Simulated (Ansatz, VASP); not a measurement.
One calculation of K, two programs

The input INCAR:

```
ALGO = Normal
EDIFF = 1E-7
ENCUT = 520
GGA = PE
ISIF = 2
ISMEAR = 0
LASPH = T
LCHARG = F
LREAL = F
LWAVE = F
NBANDS = 10
NELM = 100
PREC = Accurate
SIGMA = 0.15
```

The input KPOINTS:

```
k-points
0
Gamma
  14 14 14
```

POSCAR

```
K
1.0
   -2.4871000000      2.4871000000      2.7489000000
    2.4871000000     -2.4871000000      2.7489000000
    2.4871000000      2.4871000000     -2.7489000000
K
1
Direct
    0.0000000000      0.0000000000      0.0000000000
```

Input for Ansatz:

```yaml
crystal:
  lattice:
    - [-2.4871, 2.4871, 2.7489]
    - [2.4871, -2.4871, 2.7489]
    - [2.4871, 2.4871, -2.7489]
  atoms:
    - { symbol: K, position: [0.0, 0.0, 0.0] }
basis:
  ecutwfc: 420
kpoints:
  mp_grid: { grid: [14, 14, 14] }
hamiltonian:
  xc: pbe
scf:
  occupations: { method: gaussian, width: 0.15 }
output:
  forces: true
  stress: true
  eigenvalues: true
```

Change from the starting cell: strain -0.050 along x and y, +0.050 along z, atoms carried along.

Alike in both runs: task single point; functional PBE; k mesh 14 × 14 × 14; occupations gaussian, width 0.15 eV; no spin polarisation.

```csv
,VASP,Ansatz
version,VASP 6.6.1,Ansatz 0.2.0
potentials or method,"VASP PAW PBE potentials, release 64 (K_sv), cutoff 520 eV","scalar-relativistic, plane waves, PAW"
valence electrons in the cell,9,9
```

|  | VASP | Ansatz | Ansatz less VASP |
| --- | --- | --- | --- |
| gap on the k mesh at the Fermi level (eV) | none | none | - |
| pressure (GPa) | 0.3 | 0.3 | +0.01 |

A gap of «none» marks a metal or a gap that the smearing closes.
